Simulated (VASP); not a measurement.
# Be2H3 (R3m) in VASP: relaxation of cell and atoms with PBE

Aim: the relaxation of cell and atoms of Be2H3 with PBE.

All numbers are computed with VASP 6.6.1; they aren't measurements. Logs are shortened: lines on timing, memory, paths and dates and some standing lists are left out, and cuts for length are marked.

## (1) The cell of the first run

Symmetry: R3m, No. 160, trigonal system. The conventional cell has a = 3.568 Å, b = 3.568 Å, c = 9.780 Å, α = 90.00°, β = 90.00°, γ = 120.00°. Be (site symmetry 3m) has 1 Be at 1.80 Å and 6 H at 2.11 Å within 2.4 Å. Within 2.4 Å of Be (site symmetry 3m) lie 1 Be at 1.80 Å and 6 H at 1.97 Å. Within 1.5 Å of H (site symmetry m) lie 2 H at 1.13 Å.

The cell was generated, and may not be a known phase.

## (2) Relaxation of cell and atoms, PBE

INCAR reads:

```
PREC = Accurate
ENCUT = 1230
EDIFF = 1E-7
ISMEAR = 0
SIGMA = 0.1
LREAL = False
LASPH = True
NELM = 120
ALGO = Normal
ISIF = 3
LWAVE = False
LCHARG = False
GGA = PE
IBRION = 2
NSW = 90
EDIFFG = -0.04
GGA_COMPAT = False
NELMIN = 4
```

KPOINTS reads:

```
regular mesh
0
Gamma
  6 6 6
```

POSCAR reads:

```
Be2H3
1.0
    1.7841643100      1.0300877500      3.2598775800
   -1.7841643100      1.0300877500      3.2598775800
    0.0000000000     -2.0601754900      3.2598775800
Be H
2 3
Direct
    0.5725774400      0.5725774400      0.5725774400
    0.3880372600      0.3880372600      0.3880372600
    0.0247165200      0.3401989400      0.0247165200
    0.0247165200      0.0247165200      0.3401989400
    0.3401989400      0.0247165200      0.0247165200
```

Potentials or basis: VASP PAW PBE potentials, release 64 (Be, H_h).

On the command line:

```bash
> cat potpaw_PBE.64/Be/POTCAR potpaw_PBE.64/H_h/POTCAR > POTCAR
> mpirun -np 1 vasp_std > vasp.out
```

OUTCAR:

```text
PREC = Accurate
   ENCUT = 1230
   EDIFF = 1E-7
   ISMEAR = 0
   LREAL = False
   LASPH = True
   NELM = 120
   ISIF = 3
   GGA = PE
   IBRION = 2
   NSW = 90
   EDIFFG = -0.04
   NELMIN = 4

 ion  position               nearest neighbor table
   1  0.573  0.573  0.573-   2 1.80
   2  0.388  0.388  0.388-   1 1.80
   3  0.025  0.340  0.025-
   4  0.025  0.025  0.340-
   5  0.340  0.025  0.025-

  LATTYP: Found a trigonal (rhomboedric) cell.
 ALAT       =     3.8563097508
 COS(alpha) =     0.5718895083

  Lattice vectors:

 A1 = (   1.7841643100,   1.0300877500,   3.2598775800)
 A2 = (  -1.7841643100,   1.0300877500,   3.2598775800)
 A3 = (   0.0000000000,  -2.0601754900,   3.2598775800)

Analysis of symmetry for initial positions (statically):
=====================================================================
 Subroutine PRICEL returns:
 Original cell was already a primitive cell.

 Routine SETGRP: Setting up the symmetry group for a
 trigonal (rhombohedral) supercell.

 Subroutine GETGRP returns: Found  6 space group operations
 (whereof  6 operations were pure point group operations)
 out of a pool of 12 trial point group operations.

The static configuration has the point symmetry C_3v.

Analysis of symmetry for dynamics (positions and initial velocities):
=====================================================================
 Subroutine PRICEL returns:
 Original cell was already a primitive cell.

 Routine SETGRP: Setting up the symmetry group for a
 trigonal (rhombohedral) supercell.

 Subroutine GETGRP returns: Found  6 space group operations
 (whereof  6 operations were pure point group operations)
 out of a pool of 12 trial point group operations.

The dynamic configuration has the point symmetry C_3v.

 Subroutine INISYM returns: Found  6 space group operations
 (whereof  6 operations are pure point group operations),
 and found     1 'primitive' translations

----------------------------------------------------------------------------------------

                                     Primitive cell

  volume of cell :      35.9469

  direct lattice vectors                    reciprocal lattice vectors
     1.784164310  1.030087750  3.259877580     0.280243247  0.161798514  0.102253328
    -1.784164310  1.030087750  3.259877580    -0.280243247  0.161798514  0.102253328
     0.000000000 -2.060175490  3.259877580     0.000000000 -0.323597028  0.102253329

  length of vectors
     3.856309751  3.856309751  3.856309750     0.339368207  0.339368207  0.339368207

  position of ions in fractional coordinates (direct lattice)
     0.572577440  0.572577440  0.572577440
     0.388037260  0.388037260  0.388037260
     0.024716520  0.340198940  0.024716520
     0.024716520  0.024716520  0.340198940
     0.340198940  0.024716520  0.024716520

  ion indices of the primitive-cell ions
   primitive index   ion index
                 1           1
                 2           2
                 3           3
                 4           4
                 5           5

----------------------------------------------------------------------------------------

 KPOINTS: regular mesh

Automatic generation of k-mesh.
 Grid dimensions read from file:
 generate k-points for:    6    6    6

 Generating k-lattice:

  Cartesian coordinates                     Fractional coordinates (reciprocal lattice)
     0.046707208  0.026966419  0.017042221     0.166666667 -0.000000000  0.000000000
    -0.046707208  0.026966419  0.017042221    -0.000000000  0.166666667  0.000000000
     0.000000000 -0.053932838  0.017042221     0.000000000  0.000000000  0.166666667

  Length of vectors
     0.056561368  0.056561368  0.056561368

  Shift w.r.t. Gamma in fractional coordinates (k-lattice)
     0.000000000  0.000000000  0.000000000

 Subroutine IBZKPT returns following result:
 ===========================================

 Found     32 irreducible k-points:

 Following reciprocal coordinates:
            Coordinates               Weight
  0.000000  0.000000  0.000000      1.000000
  0.166667 -0.000000 -0.000000      6.000000
  0.333333 -0.000000 -0.000000      6.000000
  0.500000 -0.000000 -0.000000      3.000000
  0.166667  0.166667 -0.000000      6.000000
  0.333333  0.166667 -0.000000     12.000000
[... 16 lines left out ...]
  0.500000  0.500000  0.166667      6.000000
 -0.333333  0.500000  0.166667     12.000000
 [... further k-points ...]
   k-points           NKPTS =     32   k-points in BZ     NKDIM =     32   number of bands    NBANDS=      7
   number of dos      NEDOS =    301   number of ions     NIONS =      5
   total plane-waves  NPLWV = 110592
   dimension x,y,z NGX =    48 NGY =   48 NGZ =   48
   dimension x,y,z NGXF=    96 NGYF=   96 NGZF=   96
   ions per type =               2   3
   NGX,Y,Z   is equivalent  to a cutoff of  20.69, 20.69, 20.69 a.u.
   NGXF,Y,Z  is equivalent  to a cutoff of  41.39, 41.39, 41.39 a.u.
 SYSTEM =  unknown system
   PREC   = accura    normal or accurate (medium, high low for compatibility)
   ISTART =      0    job   : 0-new  1-cont  2-samecut
   ICHARG =      2    charge: 1-file 2-atom 10-const
   ISPIN  =      1    spin polarized calculation?
   LNONCOLLINEAR =      F non collinear calculations
   LSORBIT =      F    spin-orbit coupling
   LASPH  =      T    aspherical Exc in radial PAW
   ENCUT  = 1230.0 eV  90.40 Ry    9.51 a.u.  11.03 11.03 11.03*2*pi/ulx,y,z
   NELM   =    120;   NELMIN=  4; NELMDL= -5     # of ELM steps
   EDIFF  = 0.1E-06   stopping-criterion for ELM
   LREAL  =      F    real-space projection
   EDIFFG = -.4E-01   stopping-criterion for IOM
   NSW    =     90    number of steps for IOM
   IBRION =      2    ionic relax: 0-MD 1-quasi-New 2-CG
   NFREE  =      1    steps in history (QN), initial steepest desc. (CG)
   ISIF   =      3    stress and relaxation
   ISYM   =      2    0-nonsym 1-usesym 2-fastsym
   POTIM  = 0.5000    time-step for ionic-motion
   TEBEG  =    0.0;   TEEND  =   0.0 temperature during run
   PSTRESS=    0.0 pullay stress
   NELECT =       7.0000    total number of electrons
   NUPDOWN=      -1.0000    fix difference up-down
   EMIN   =  10.00;   EMAX   =-10.00  energy-range for DOS
   EFERMI =   0.00;   METHOD = LEGACY
   ISMEAR =     0;   SIGMA  =   0.10  broadening in eV -4-tet -1-fermi 0-gaus
   EFERMI_NEDOS =   21; number of points for ismear=-14 and -15
   IALGO  =     38    algorithm
   IMIX   =      4    mixing-type and parameters
     AMIX     =   0.40;   BMIX     =  1.00
     AMIX_MAG =   1.60;   BMIX_MAG =  1.00
  volume/ion in A,a.u.               =       7.19        48.52
  Fermi-wavevector in a.u.,A,eV,Ry     =   0.948900  1.793160 12.250830  0.900411
  Thomas-Fermi vector in A             =   2.077132
   LORBIT       =      0    0 simple, 1 ext, 2 COOP (PROOUT), +10 PAW based schemes
   GGA     = PE    functional components
   LHFCALC =     F    Hartree Fock is set to
   AEXX    =    0.0000 exact exchange contribution
   IVDW    =     0    specifies the selected vdW correction
   LEPSILON=     F    determine dielectric tensor
   LRPA    =     F    only Hartree local field effects (RPA)
 conjugate gradient relaxation of ions
 non-spin polarized calculation
 Gauss-broadening in eV      SIGMA  =   0.10
  energy-cutoff  :     1230.00
  volume of cell :       35.95
 maximum number of plane-waves:      3558
 NGX is ok and might be reduce to    48
   NGX = 23   NGY = 23   NGZ = 23

--------------------------------------- Ionic step        1  -------------------------------------------

 number of electron       7.0000000 magnetization

 Free energy of the ion-electron system (eV)
  ---------------------------------------------------
  ext. energy  EPLUGINS =         0.00000000
  ---------------------------------------------------
  free energy    TOTEN  =       -12.16818084 eV

  energy without entropy =      -12.15781654  energy(sigma->0) =      -12.16299869

------------------------ aborting loop because EDIFF is reached ----------------------------------------

  FORCE on cell =-STRESS in cart. coord.  units (eV):
  Direction    XX          YY          ZZ          XY          YZ          ZX
  --------------------------------------------------------------------------------------
  -------------------------------------------------------------------------------------
  Total       -2.5832693     -2.5832693      3.9613428      0.0000000      0.0000000      0.0000000
  in kB     -115.1379937   -115.1379941    176.5596260      0.0000000      0.0000002      0.0000000
  external PRESSURE =     -17.9054539 kB  Pullay stress =       0.0000000 kB
[... 590 lines left out ...]
 k-point    24 :      -0.3333    0.5000    0.1667
  band No.  band energies     occupation
      1      -5.8305      2.00000
      2      -1.6154      2.00000
      3       0.1745      2.00000
      4       0.6298      2.00000
      5       4.7576      0.00000
      6       8.5179      0.00000
      7       9.9734      0.00000

 [... further k-points ...]

[... ionic steps 4 to 37 ...]

--------------------------------------- Ionic step       38  -------------------------------------------

 number of electron       7.0000000 magnetization

------------------------ aborting loop because EDIFF is reached ----------------------------------------

  FORCE on cell =-STRESS in cart. coord.  units (eV):
  Direction    XX          YY          ZZ          XY          YZ          ZX
  --------------------------------------------------------------------------------------
  -------------------------------------------------------------------------------------
  Total        0.0915274      0.0915274     -0.0654563      0.0000000     -0.0000000      0.0000000
  in kB        5.1380334      5.1380334     -3.6744947      0.0000000     -0.0000000      0.0000000
  external PRESSURE =       2.2005241 kB  Pullay stress =       0.0000000 kB
[... 63 lines left out ...]
  energy  without entropy=      -13.6132510220  energy(sigma->0) =      -13.61550364

--------------------------------------- Ionic step       40  -------------------------------------------

 number of electron       7.0000000 magnetization

 Free energy of the ion-electron system (eV)
  ---------------------------------------------------
  ext. energy  EPLUGINS =         0.00000000
  ---------------------------------------------------
  free energy    TOTEN  =       -13.61819141 eV

  energy without entropy =      -13.61418233  energy(sigma->0) =      -13.61618687

 E-fermi :   4.4759     XC(G=0): -10.1487

 val. band max:        4.4661887601   @ k =   0.5000   0.3333   0.3333
 cond. band min:       4.5084296867   @ k =   0.3333   0.1667   0.1667
 fundamental gap:      0.0422409267
 Fermi energy:         4.4758961637

 k-point     1 :       0.0000    0.0000    0.0000
  band No.  band energies     occupation
      1      -9.2396      2.00000
      2       0.7768      2.00000
      3       5.5190      0.00000
      4       8.6938      0.00000
      5       8.6938      0.00000
      6      11.1835      0.00000
      7      11.1835      0.00000
[... 262 lines left out ...]
  FREE ENERGIE OF THE ION-ELECTRON SYSTEM (eV)
  ---------------------------------------------------
  free  energy   TOTEN  =       -13.6181914140 eV

  energy  without entropy=      -13.6141823250  energy(sigma->0) =      -13.61618687

 reached required accuracy - stopping structural energy minimisation
```

It took 11 min on 1 thread of AMD EPYC 7R13 (Zen 3), shared host; peak memory 0.31 GiB.

What came out:

```
Free energy                           : -13.6182 eV
Relaxed volume                        : 5.73 Å³/atom
Relaxed cell                          : a = 4.079 Å, b = 4.079 Å, c = 4.079 Å, α = 43.01°, β = 43.01°, γ = 43.01°
Space group after relaxing (to 0.1 Å) : R-3m (No. 166)
Energy gained by relaxing             : 290.0 meV/atom
Ionic steps                           : 40
Pressure after relaxing               : -0.1 GPa
Largest force after relaxing          : 0.039 eV/Å
Band gap on the k mesh                : zero (an odd number of electrons rules out a gap without spin polarisation)
```

Forces in eV/Å, atoms in the order of the input:
```
Be   0.000  0.000  0.011
Be   0.000  0.000 -0.039
H   -0.004  0.002  0.009
H    0.000 -0.004  0.009
H    0.004  0.002  0.009
```

Stress tensor (GPa, compression positive):
```
-0.28  0.00  0.00
 0.00 -0.28  0.00
 0.00  0.00  0.21
```

The path:
```tsv
step	energy change (eV)	largest force (eV/Å)	pressure (GPa)	volume (Å³)
1	0.0000	2.9025	-1.79	35.95
2	-0.5978	0.7172	-8.23	35.48
3	-0.6235	1.0446	-8.99	35.29
4	-0.8479	1.1709	-6.97	33.07
5	-1.1640	1.2339	8.33	26.90
6	-1.2832	0.3109	9.76	26.68
7	-1.2853	0.1410	9.46	26.71
8	-1.3503	0.1046	2.81	28.34
9	-1.3581	0.1221	-0.29	29.27
10	-1.3581	0.1160	-0.06	29.19
11	-1.3607	0.0560	-0.08	29.25
12	-1.3617	0.1102	-0.08	29.31
13	-1.3631	0.0739	-0.15	29.33
14	-1.3632	0.0949	-0.18	29.33
15	-1.3649	0.0943	-0.16	29.29
16	-1.3717	0.1192	-0.06	29.17
17	-1.3883	0.3044	0.36	28.91
18	-1.3932	0.7595	2.32	28.38
19	-1.3993	0.5109	1.10	28.66
20	-1.3998	0.5825	1.44	28.57
21	-1.4000	0.5836	1.45	28.57
22	-1.4003	0.5866	1.48	28.56
23	-1.4008	0.5927	1.54	28.54
24	-1.4014	0.6104	1.68	28.50
25	-1.4022	0.5979	1.64	28.50
26	-1.4047	0.5627	1.53	28.52
27	-1.4093	0.5028	1.32	28.54
28	-1.4174	0.4115	0.89	28.59
29	-1.4309	0.2526	0.08	28.69
30	-1.4383	0.3163	-1.18	28.88
31	-1.4397	0.2187	-0.87	28.83
32	-1.4397	0.2002	-0.82	28.82
33	-1.4414	0.2010	-0.75	28.79
34	-1.4452	0.1880	-0.53	28.71
35	-1.4473	0.1362	-0.05	28.56
36	-1.4474	0.1482	-0.16	28.59
37	-1.4488	0.0678	0.02	28.57
38	-1.4491	0.0666	0.22	28.54
39	-1.4496	0.0566	0.12	28.57
40	-1.4500	0.0391	-0.12	28.64
```

Final structure:
```
CELL_PARAMETERS angstrom
1.49557 0.86347 3.69581
-1.49557 0.86347 3.69581
0.00000 -1.72694 3.69581
ATOMIC_POSITIONS crystal
Be 0.56567 0.56567 0.56567
Be 0.37592 0.37592 0.37592
H 0.96991 0.46882 0.96991
H 0.96991 0.96991 0.46882
H 0.46882 0.96991 0.96991
```

Caveat: the volume moved by over 15 % at a fixed basis, so the end points are rough; an odd number of electrons without spin polarisation forces a metal; a magnetic or distorted state may lie lower.

The gap in the log of VASP goes by the Fermi energy; the results here count the filled bands.